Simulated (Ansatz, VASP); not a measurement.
PtC3 in VASP and in Ansatz

```
Pt C
1.0
     4.27799    0.00000    0.00000
    -2.13900    3.70485    0.00000
     0.00000    0.00000    8.57190
Pt C
2 6
Direct
  0.33333 0.66667 0.25000
  0.66667 0.33333 0.75000
  0.78026 0.56052 0.25000
  0.21974 0.78026 0.75000
  0.43948 0.21974 0.25000
  0.21974 0.43948 0.75000
  0.78026 0.21974 0.25000
  0.56052 0.78026 0.75000
```

Alike in both runs: functional PBE; k mesh 6 × 6 × 4; occupations gaussian, width 0.1 eV; no spin polarisation.

Ansatz relaxed the structure, and its values are those at the end. VASP's run is a single point on that final structure, the one shown.

```csv
,VASP,Ansatz
version,VASP 6.6.1,Ansatz 0.2.0
potentials or method,"VASP PAW PBE potentials, release 64 (Pt, C), cutoff 520 eV","scalar-relativistic, plane waves, PAW"
valence electrons in the cell,44,60
```

VASP gave:

| Quantity | Value |
| --- | --- |
| gap on the k mesh at the Fermi level (eV) | none |
| pressure (GPa) | 0.2 |
| rms of the force components (eV/Å) | 0.072 |

Q: What did Ansatz give for the same quantities?

A: gap on the k mesh at the Fermi level (eV): none; pressure (GPa): 0.1; rms of the force components (eV/Å): 0.000.

A gap of «none» marks a metal or a gap that the smearing closes. The functional is the same, so the differences come from potentials, cutoffs and numerics. VASP's potentials hold 44 valence electrons a cell and Ansatz's 60, so a difference there can come from the potentials and not from the codes.

Neither program's run includes spin-orbit coupling.
